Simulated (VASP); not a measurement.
Here is a VASP 6.6.1 calculation.

Contents of POSCAR:

```
Hf
1.0
    0.0000000000      2.1814328702      2.1814328702
    2.1814328702      0.0000000000      2.1814328702
    2.1814328702      2.1814328702      0.0000000000
Hf
1
Direct
    0.0000000000      0.0000000000      0.0000000000
```

File INCAR.step1:

```
PREC = Accurate
ENCUT = 520
ISMEAR = -1
SIGMA = 0.1
LREAL = False
LASPH = True
NELM = 60
NBANDS = 11
GGA = PE
ALGO = Normal
EDIFF = 1E-4
LWAVE = True
LCHARG = False
```

The input INCAR.step2:

```
PREC = Accurate
ENCUT = 520
EDIFF = 1E-7
ISMEAR = -1
SIGMA = 0.1
LREAL = False
LASPH = True
NELM = 60
ALGO = Normal
ISIF = 2
LWAVE = False
LCHARG = True
METAGGA = R2SCAN
LMIXTAU = True
LELF = True
LVHAR = True
NBANDS = 11
ISTART = 1
```

Contents of KPOINTS:

```
Automatic mesh
0
Gamma
  13 13 13
```

Potentials or basis: VASP PAW PBE potentials, release 64 (Hf_pv).

Launch:

```bash
$ cat potpaw_PBE.64/Hf_pv/POTCAR > POTCAR
$ cp INCAR.step1 INCAR
$ mpirun -np 1 vasp_std > vasp.out
$ cp INCAR.step2 INCAR
$ mpirun -np 1 vasp_std > vasp.out
```

What does it give for the pressure?

8.7 GPa.

What does it give for the band gap on the k mesh?

Zero (bands 5 and 6 overlap by 2.26 eV).

Caveat: the cell stands under pressure; the PAW data sets were made with another functional, which shifts forces and pressure a little; spin-orbit coupling is left out, which moves the levels of the heavy elements.
